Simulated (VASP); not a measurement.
# ZrTa2N4 (Pm) in VASP: notebook

Runs on ZrTa2N4. Level: PBE. Tasks: single point, relaxation of cell and atoms.

Everything below comes from runs of VASP 6.6.1. Logs are shortened: lines on timing, memory, paths and dates and some standing lists are left out, and cuts for length are marked.

## Step 1: The cell of the first run

The structure is monoclinic, space group Pm (No. 6). Conventional cell: a = 5.338 Å, b = 3.104 Å, c = 5.655 Å, α = 90.00°, β = 110.43°, γ = 90.00°. Within 2.8 Å of Zr (site symmetry m) lie 6 N at 2.13 to 2.32 Å. Ta (site symmetry m) has 6 N at 2.05 to 2.30 Å within 2.7 Å. Within 2.7 Å of Ta (site symmetry m) lie 6 N at 2.02 to 2.21 Å. N (site symmetry m) has 3 Ta at 2.11 to 2.21 Å and 2 Zr at 2.32 Å within 2.8 Å. Within 2.7 Å of N (site symmetry m) lie 3 Ta at 2.05 to 2.20 Å and 1 Zr at 2.31 Å. N (site symmetry m) has 3 Ta at 2.13 to 2.30 Å and 2 Zr at 2.23 Å within 2.8 Å. Within 2.7 Å of N (site symmetry m) lie 3 Ta at 2.02 to 2.19 Å and 1 Zr at 2.13 Å.

## Step 2: Single point, PBE

INCAR

```
SYSTEM = ZrTa2N4
ALGO = Normal
EDIFF = 1E-6
ENCUT = 520
GGA = PE
ISIF = 2
ISMEAR = 0
LASPH = .True.
LCHARG = .False.
LREAL = .False.
LWAVE = .False.
NBANDS = 36
NELM = 100
PREC = Accurate
SIGMA = 0.15
```

KPOINTS

```
k-points
0
Gamma
  3 4 2
  0 0 0
```

POSCAR

```
ZrTa2N4
1.0
    5.3346755531      0.0000000000     -0.1972833009
    0.0000000000      3.1035589770      0.0000000000
   -1.7771014998      0.0000000000      5.3683351997
Zr Ta N
1 2 4
Direct
    0.6841103092      0.5000000000      0.5144212752
    0.0177843801      0.0000000000      0.0503721324
    0.4744627714      0.5000000000      0.9535304764
    0.4384374566      0.0000000000      0.2190886365
    0.8902607854      0.5000000000      0.2174327262
    0.5928619460      0.0000000000      0.7567256980
    0.0720823314      0.5000000000      0.7984300754
```

Potentials or basis: VASP PAW PBE potentials, release 64 (Zr_sv, Ta_pv, N).

The run is started by

```
$ cat potpaw_PBE.64/Zr_sv/POTCAR potpaw_PBE.64/Ta_pv/POTCAR potpaw_PBE.64/N/POTCAR > POTCAR
$ mpirun -np 1 vasp_std > vasp.out
```

OUTCAR:

```text
SYSTEM = ZrTa2N4
   EDIFF = 1E-6
   ENCUT = 520
   GGA = PE
   ISIF = 2
   ISMEAR = 0
   LASPH = .True.
   LREAL = .False.
   NELM = 100
   PREC = Accurate

 ion  position               nearest neighbor table
   1  0.684  0.500  0.514-   7 2.13   6 2.23   6 2.23   5 2.31   4 2.32   4 2.32   3 2.97   3 3.06
                             2 3.32   2 3.32
   2  0.018  0.000  0.050-   5 2.05   5 2.05   4 2.11   7 2.19   7 2.19   6 2.30   3 3.10   3 3.10
                             3 3.16   3 3.16   1 3.32   1 3.32
   3  0.474  0.500  0.954-   7 2.02   6 2.13   6 2.13   5 2.20   4 2.21   4 2.21   1 2.97   1 3.06
                             2 3.10   2 3.10   2 3.16   2 3.16
   4  0.438  0.000  0.219-   2 2.11   3 2.21   3 2.21   1 2.32   1 2.32
   5  0.890  0.500  0.217-   2 2.05   2 2.05   3 2.20   1 2.31
   6  0.593  0.000  0.757-   3 2.13   3 2.13   1 2.23   1 2.23   2 2.30
   7  0.072  0.500  0.798-   3 2.02   1 2.13   2 2.19   2 2.19

  LATTYP: Found a simple monoclinic cell.
 ALAT       =     5.3383222044
 B/A-ratio  =     0.5813734837
 C/A-ratio  =     1.0592899207
 COS(beta)  =    -0.3491315732

  Lattice vectors:

 A1 = (   5.3346755531,   0.0000000000,  -0.1972833009)
 A2 = (   0.0000000000,   3.1035589770,   0.0000000000)
 A3 = (  -1.7771014998,   0.0000000000,   5.3683351997)

Analysis of symmetry for initial positions (statically):
=====================================================================
 Subroutine PRICEL returns:
 Original cell was already a primitive cell.

 Routine SETGRP: Setting up the symmetry group for a
 simple monoclinic supercell.

 Subroutine GETGRP returns: Found  2 space group operations
 (whereof  2 operations were pure point group operations)
 out of a pool of  4 trial point group operations.

The static configuration has the point symmetry C_1h.

Analysis of symmetry for dynamics (positions and initial velocities):
=====================================================================
 Subroutine PRICEL returns:
 Original cell was already a primitive cell.

 Routine SETGRP: Setting up the symmetry group for a
 simple monoclinic supercell.

 Subroutine GETGRP returns: Found  2 space group operations
 (whereof  2 operations were pure point group operations)
 out of a pool of  4 trial point group operations.

The dynamic configuration has the point symmetry C_1h.

 Subroutine INISYM returns: Found  2 space group operations
 (whereof  2 operations are pure point group operations),
 and found     1 'primitive' translations

----------------------------------------------------------------------------------------

                                     Primitive cell

  volume of cell :      87.7927

  direct lattice vectors                    reciprocal lattice vectors
     5.334675553  0.000000000 -0.197283301     0.189776077  0.000000000  0.062822335
     0.000000000  3.103558977  0.000000000     0.000000000  0.322210729  0.000000000
    -1.777101500  0.000000000  5.368335200     0.006974164  0.000000000  0.188586174

  length of vectors
     5.338322204  3.103558977  5.654830904     0.199903990  0.322210729  0.188715087

  position of ions in fractional coordinates (direct lattice)
     0.684110309  0.500000000  0.514421275
     0.017784380  0.000000000  0.050372132
     0.474462771  0.500000000  0.953530476
     0.438437457  0.000000000  0.219088636
     0.890260785  0.500000000  0.217432726
     0.592861946  0.000000000  0.756725698
     0.072082331  0.500000000  0.798430075

  ion indices of the primitive-cell ions
   primitive index   ion index
                 1           1
                 2           2
                 3           3
                 4           4
                 5           5
                 6           6
                 7           7

----------------------------------------------------------------------------------------

 KPOINTS: k-points

Automatic generation of k-mesh.
 Grid dimensions read from file:
 generate k-points for:    3    4    2

 Generating k-lattice:

  Cartesian coordinates                     Fractional coordinates (reciprocal lattice)
     0.063258692  0.000000000  0.020940778     0.333333333  0.000000000  0.000000000
     0.000000000  0.080552682  0.000000000     0.000000000  0.250000000  0.000000000
     0.003487082  0.000000000  0.094293087     0.000000000  0.000000000  0.500000000

  Length of vectors
     0.066634663  0.080552682  0.094357544

  Shift w.r.t. Gamma in fractional coordinates (k-lattice)
     0.000000000  0.000000000  0.000000000

 Subroutine IBZKPT returns following result:
 ===========================================

 Found     12 irreducible k-points:

 Following reciprocal coordinates:
            Coordinates               Weight
  0.000000  0.000000  0.000000      1.000000
  0.333333  0.000000  0.000000      2.000000
  0.000000  0.250000  0.000000      2.000000
  0.333333  0.250000  0.000000      4.000000
  0.000000  0.500000  0.000000      1.000000
  0.333333  0.500000  0.000000      2.000000
  0.000000  0.000000  0.500000      1.000000
  0.333333  0.000000  0.500000      2.000000
  0.000000  0.250000  0.500000      2.000000
  0.333333  0.250000  0.500000      4.000000
  0.000000  0.500000  0.500000      1.000000
  0.333333  0.500000  0.500000      2.000000
   k-points           NKPTS =     12   k-points in BZ     NKDIM =     12   number of bands    NBANDS=     36
   number of dos      NEDOS =    301   number of ions     NIONS =      7
   total plane-waves  NPLWV =  40320
   dimension x,y,z NGX =    40 NGY =   24 NGZ =   42
   dimension x,y,z NGXF=    80 NGYF=   48 NGZF=   84
   ions per type =               1   2   4
   NGX,Y,Z   is equivalent  to a cutoff of  12.46, 12.86, 12.35 a.u.
   NGXF,Y,Z  is equivalent  to a cutoff of  24.91, 25.71, 24.70 a.u.
 SYSTEM =  ZrTa2N4
   PREC   = accura    normal or accurate (medium, high low for compatibility)
   ISTART =      0    job   : 0-new  1-cont  2-samecut
   ICHARG =      2    charge: 1-file 2-atom 10-const
   ISPIN  =      1    spin polarized calculation?
   LNONCOLLINEAR =      F non collinear calculations
   LSORBIT =      F    spin-orbit coupling
   LASPH  =      T    aspherical Exc in radial PAW
   ENCUT  =  520.0 eV  38.22 Ry    6.18 a.u.   9.93  5.77 10.51*2*pi/ulx,y,z
   NELM   =    100;   NELMIN=  2; NELMDL= -5     # of ELM steps
   EDIFF  = 0.1E-05   stopping-criterion for ELM
   LREAL  =      F    real-space projection
   EDIFFG = 0.1E-04   stopping-criterion for IOM
   NSW    =      0    number of steps for IOM
   IBRION =     -1    ionic relax: 0-MD 1-quasi-New 2-CG
   NFREE  =      0    steps in history (QN), initial steepest desc. (CG)
   ISIF   =      2    stress and relaxation
   ISYM   =      2    0-nonsym 1-usesym 2-fastsym
   POTIM  = 0.5000    time-step for ionic-motion
   TEBEG  =    0.0;   TEEND  =   0.0 temperature during run
   PSTRESS=    0.0 pullay stress
   NELECT =      54.0000    total number of electrons
   NUPDOWN=      -1.0000    fix difference up-down
   EMIN   =  10.00;   EMAX   =-10.00  energy-range for DOS
   EFERMI =   0.00;   METHOD = LEGACY
   ISMEAR =     0;   SIGMA  =   0.15  broadening in eV -4-tet -1-fermi 0-gaus
   EFERMI_NEDOS =   21; number of points for ismear=-14 and -15
   IALGO  =     38    algorithm
   IMIX   =      4    mixing-type and parameters
     AMIX     =   0.40;   BMIX     =  1.00
     AMIX_MAG =   1.60;   BMIX_MAG =  1.00
  volume/ion in A,a.u.               =      12.54        84.64
  Fermi-wavevector in a.u.,A,eV,Ry     =   1.392259  2.630988 26.373330  1.938385
  Thomas-Fermi vector in A             =   2.516019
   LORBIT       =      0    0 simple, 1 ext, 2 COOP (PROOUT), +10 PAW based schemes
   GGA     = PE    functional components
   LHFCALC =     F    Hartree Fock is set to
   AEXX    =    0.0000 exact exchange contribution
   IVDW    =     0    specifies the selected vdW correction
   LEPSILON=     F    determine dielectric tensor
   LRPA    =     F    only Hartree local field effects (RPA)
 non-spin polarized calculation
 Gauss-broadening in eV      SIGMA  =   0.15
  energy-cutoff  :      520.00
  volume of cell :       87.79
 maximum number of plane-waves:      2378
 NGX is ok and might be reduce to    40
   NGX = 19   NGY = 11   NGZ = 21

 number of electron      54.0000001 magnetization

 Free energy of the ion-electron system (eV)
  ---------------------------------------------------
  ext. energy  EPLUGINS =         0.00000000
  ---------------------------------------------------
  free energy    TOTEN  =       -73.65306976 eV

  energy without entropy =      -73.63747462  energy(sigma->0) =      -73.64527219

 E-fermi :   7.3026     XC(G=0): -11.7235

 val. band max:        7.2897260875   @ k =   0.0000   0.0000   0.5000
 cond. band min:       7.4978896339   @ k =   0.3333   0.2500   0.0000
 fundamental gap:      0.2081635464
 Fermi energy:         7.3025574577

 k-point     1 :       0.0000    0.0000    0.0000
  band No.  band energies     occupation
      1     -42.1842      2.00000
      2     -28.7895      2.00000
      3     -28.5280      2.00000
      4     -28.3641      2.00000
      5     -28.2330      2.00000
      6     -28.1626      2.00000
[... 28 lines left out ...]
     35      10.7719      0.00000
     36      11.4829      0.00000

 k-point     2 :       0.3333    0.0000    0.0000
  band No.  band energies     occupation
      1     -42.1842      2.00000
      2     -28.6740      2.00000
      3     -28.5236      2.00000
      4     -28.3542      2.00000
      5     -28.3268      2.00000
      6     -28.1997      2.00000
[... 28 lines left out ...]
     35      10.5360      0.00000
     36      11.3771      0.00000
[... 349 lines left out ...]
     35      11.6498      0.00000
     36      11.9678      0.00000

 k-point    12 :       0.3333    0.5000    0.5000
  band No.  band energies     occupation
      1     -42.1111      2.00000
      2     -28.8789      2.00000
      3     -28.6676      2.00000
      4     -28.4560      2.00000
      5     -28.3276      2.00000
      6     -28.2937      2.00000
[... 28 lines left out ...]
     35      11.9537      0.00000
     36      12.0953      0.00000

------------------------ aborting loop because EDIFF is reached ----------------------------------------

  FORCE on cell =-STRESS in cart. coord.  units (eV):
  Direction    XX          YY          ZZ          XY          YZ          ZX
  --------------------------------------------------------------------------------------
  -------------------------------------------------------------------------------------
  Total        0.1844814      0.2119244      0.2620604      0.0000000      0.0000000     -0.0150336
  in kB        3.3667047      3.8675269      4.7824875      0.0000000      0.0000000     -0.2743565
  external PRESSURE =       4.0055730 kB  Pullay stress =       0.0000000 kB

 VOLUME and BASIS-vectors are now :
 -----------------------------------------------------------------------------
  energy-cutoff  :      520.00
  volume of cell :       87.79
      direct lattice vectors                 reciprocal lattice vectors
     5.334675553  0.000000000 -0.197283301     0.189776077  0.000000000  0.062822335
     0.000000000  3.103558977  0.000000000     0.000000000  0.322210729  0.000000000
    -1.777101500  0.000000000  5.368335200     0.006974164  0.000000000  0.188586174

 POSITION                                       TOTAL-FORCE (eV/Angst)
 -----------------------------------------------------------------------------------
      2.73533      1.55178      2.62662        -0.020480      0.000000     -0.020198
      0.00536      0.00000      0.26691         0.020283      0.000000      0.019332
      0.83658      1.55178      5.02527         0.005546      0.000000     -0.041531
      1.94958      0.00000      1.08964        -0.010840      0.000000      0.065152
      4.36285      1.55178      0.99162         0.006754      0.000000      0.061246
      1.81795      0.00000      3.94540         0.003440      0.000000     -0.031787
     -1.03436      1.55178      4.27202        -0.004703      0.000000     -0.052213
 -----------------------------------------------------------------------------------
    total drift:                               -0.000350     -0.000000      0.000246

  FREE ENERGIE OF THE ION-ELECTRON SYSTEM (eV)
  ---------------------------------------------------
  free  energy   TOTEN  =       -73.6530697647 eV

  energy  without entropy=      -73.6374746248  energy(sigma->0) =      -73.64527219
```

Wall time 29 s (1 thread of AMD EPYC 9R45 (Zen 5), shared host); peak memory 0.17 GiB.

Results:

| Property | Result |
| --- | --- |
| Free energy | -73.6531 eV |
| Pressure | 0.4 GPa |
| Largest force | 0.066 eV/Å |
| Band gap on the k mesh | zero (band 27 reaches 8.22 eV, above the bottom of band 28 at 7.04 eV) |

Forces on the atoms (eV/Å):
```
Zr  -0.020  0.000 -0.020
Ta   0.020  0.000  0.019
Ta   0.006  0.000 -0.042
N   -0.011  0.000  0.065
N    0.007  0.000  0.061
N    0.003  0.000 -0.032
N   -0.005  0.000 -0.052
```

Levels at points of the mesh, in eV from the Fermi level:
| k point | band 24 | band 25 | band 26 | band 27 | band 28 | band 29 | band 30 | band 31 |
| --- | --- | --- | --- | --- | --- | --- | --- | --- |
| (0.00, 0.00, 0.00) | -3.05 | -2.36 | -2.24 | -1.37 | 0.66 | 0.73 | 0.95 | 2.51 |
| (0.00, 0.50, 0.00) | -3.85 | -3.65 | -3.05 | 0.59 | 1.31 | 1.75 | 1.93 | 2.48 |
| (0.00, 0.00, 0.50) | -3.54 | -2.08 | -2.00 | -0.53 | -0.01 | 0.71 | 1.22 | 1.92 |
| (0.00, 0.50, 0.50) | -4.18 | -3.02 | -3.02 | 0.92 | 1.23 | 1.51 | 1.68 | 2.35 |

Caveat: the k points lie up to 0.59 Å⁻¹ apart; spin-orbit coupling is left out, which moves the levels of the heavy elements.

## Step 3: Single point, PBE

INCAR

```
PREC     = Accurate       # precision mode
ENCUT    = 520            # plane-wave cutoff, eV
EDIFF    = 1E-6           # SCF threshold, eV
ISMEAR   = 0              # smearing method
SIGMA    = 0.2            # smearing width, eV
LREAL    = False          # projectors in reciprocal space
LASPH    = True           # aspherical terms in the spheres
NELM     = 100            # most SCF steps
ALGO     = Normal         # electronic algorithm
ISIF     = 2              # what is computed and relaxed
LWAVE    = False          # write WAVECAR
LCHARG   = False          # write CHGCAR
GGA      = PE             # functional
NBANDS   = 36             # bands
```

KPOINTS

```
regular mesh
0
Gamma
  8 4 4
```

POSCAR

```
ZrTa2N4
1.0
    0.0000000000     -3.0944357326      0.0000000000
   -5.3315661107      0.0000000000      0.0018603295
    1.9736280174      0.0000000000     -5.3154341519
Zr Ta N
1 2 4
Direct
    0.5000000000      0.3146432622      0.4842028679
    1.0000000000      0.9830137356      0.9505161644
    0.5000000000      0.5240188339      0.0452035353
    1.0000000000      0.5654386025      0.7828696633
    0.5000000000      0.1076058111      0.7799577841
    1.0000000000      0.4081165344      0.2435595789
    0.5000000000      0.9271632402      0.2036893859
```

Potentials or basis: VASP PAW PBE potentials, release 64 (Zr_sv, Ta_pv, N).

The run is started by

```
$ cat potpaw_PBE.64/Zr_sv/POTCAR potpaw_PBE.64/Ta_pv/POTCAR potpaw_PBE.64/N/POTCAR > POTCAR
$ mpirun -np 1 vasp_std > vasp.out
```

OUTCAR:

```text
PREC = Accurate
   ENCUT = 520
   EDIFF = 1E-6
   ISMEAR = 0
   LREAL = False
   LASPH = True
   NELM = 100
   ISIF = 2
   GGA = PE

 ion  position               nearest neighbor table
   1  0.500  0.315  0.484-   7 2.12   6 2.23   6 2.23   5 2.31   4 2.34   4 2.34   3 2.98   3 3.06
                             2 3.31   2 3.31
   2  0.000  0.983  0.951-   5 2.05   5 2.05   4 2.09   7 2.20   7 2.20   6 2.30   3 3.10   3 3.10
                             3 3.15   3 3.15   1 3.31   1 3.31
   3  0.500  0.524  0.045-   7 2.02   6 2.13   6 2.13   5 2.21   4 2.21   4 2.21   1 2.98   1 3.06
                             2 3.10   2 3.10   2 3.15   2 3.15
   4  0.000  0.565  0.783-   2 2.09   3 2.21   3 2.21   1 2.34   1 2.34
   5  0.500  0.108  0.780-   2 2.05   2 2.05   3 2.21   1 2.31
   6  0.000  0.408  0.244-   3 2.13   3 2.13   1 2.23   1 2.23   2 2.30
   7  0.500  0.927  0.204-   3 2.02   1 2.12   2 2.20   2 2.20

  LATTYP: Found a simple monoclinic cell.
 ALAT       =     5.3315664353
 B/A-ratio  =     0.5803989822
 C/A-ratio  =     1.0634797672
 COS(beta)  =    -0.3484088285

  Lattice vectors:

[... 193 lines left out ...]
 fundamental gap:      0.1062830310
 Fermi energy:         7.3530832038

 k-point     1 :       0.0000    0.0000    0.0000
  band No.  band energies     occupation
      1     -42.1687      2.00000
      2     -28.7886      2.00000
      3     -28.5188      2.00000
      4     -28.3547      2.00000
      5     -28.2118      2.00000
      6     -28.1495      2.00000
[... 925 lines left out ...]
     35      11.7377      0.00000
     36      12.1676      0.00000

 [... further k-points ...]

------------------------ aborting loop because EDIFF is reached ----------------------------------------

  FORCE on cell =-STRESS in cart. coord.  units (eV):
  Direction    XX          YY          ZZ          XY          YZ          ZX
  --------------------------------------------------------------------------------------
  -------------------------------------------------------------------------------------
  Total        0.2943902      0.3202691      0.2018896      0.0000000      0.0000000     -0.0026119
  in kB        5.3791686      5.8520340      3.6889754      0.0000000      0.0000000     -0.0477256
  external PRESSURE =       4.9733927 kB  Pullay stress =       0.0000000 kB

 VOLUME and BASIS-vectors are now :
 -----------------------------------------------------------------------------
  energy-cutoff  :      520.00
  volume of cell :       87.68
      direct lattice vectors                 reciprocal lattice vectors
     0.000000000 -3.094435733  0.000000000     0.000000000 -0.323160694  0.000000000
    -5.331566111  0.000000000  0.001860329    -0.187586453  0.000000000 -0.069651108
     1.973628017  0.000000000 -5.315434152    -0.000065653  0.000000000 -0.188155764

 POSITION                                       TOTAL-FORCE (eV/Angst)
 -----------------------------------------------------------------------------------
     -0.72191     -1.54722     -2.57316         0.011094      0.000000     -0.017149
     -3.36504      0.00000     -5.05058         0.018659      0.000000     -0.002712
     -2.70463     -1.54722     -0.23930         0.000457      0.000000     -0.028188
     -1.46958      0.00000     -4.16024         0.020642      0.000000      0.041688
      0.96564     -1.54722     -4.14561        -0.037107      0.000000      0.053664
     -1.69520      0.00000     -1.29387         0.004656      0.000000     -0.000727
     -4.54123     -1.54722     -1.08097        -0.018401      0.000000     -0.046576
 -----------------------------------------------------------------------------------
    total drift:                               -0.000098     -0.000000      0.000346

  FREE ENERGIE OF THE ION-ELECTRON SYSTEM (eV)
  ---------------------------------------------------
  free  energy   TOTEN  =       -73.7366697771 eV

  energy  without entropy=      -73.7042052101  energy(sigma->0) =      -73.72043749
```

Wall time 2.3 min (1 thread of AMD EPYC 9R45 (Zen 5), shared host); peak memory 0.26 GiB.

Results:

```yaml
Free_energy: -73.7367 eV
Pressure: 0.5 GPa
Largest_force: 0.065 eV/Å
Band_gap_on_the_k_mesh: zero (band 27 reaches 8.25 eV, above the bottom of band 28 at 6.47 eV)
```

Forces on the atoms (eV/Å):
```
Zr   0.011  0.000 -0.017
Ta   0.019  0.000 -0.003
Ta   0.000  0.000 -0.028
N    0.021  0.000  0.042
N   -0.037  0.000  0.054
N    0.005  0.000 -0.001
N   -0.018  0.000 -0.047
```

Caveat: spin-orbit coupling is left out, which moves the levels of the heavy elements.

[end of part 1 of 2]
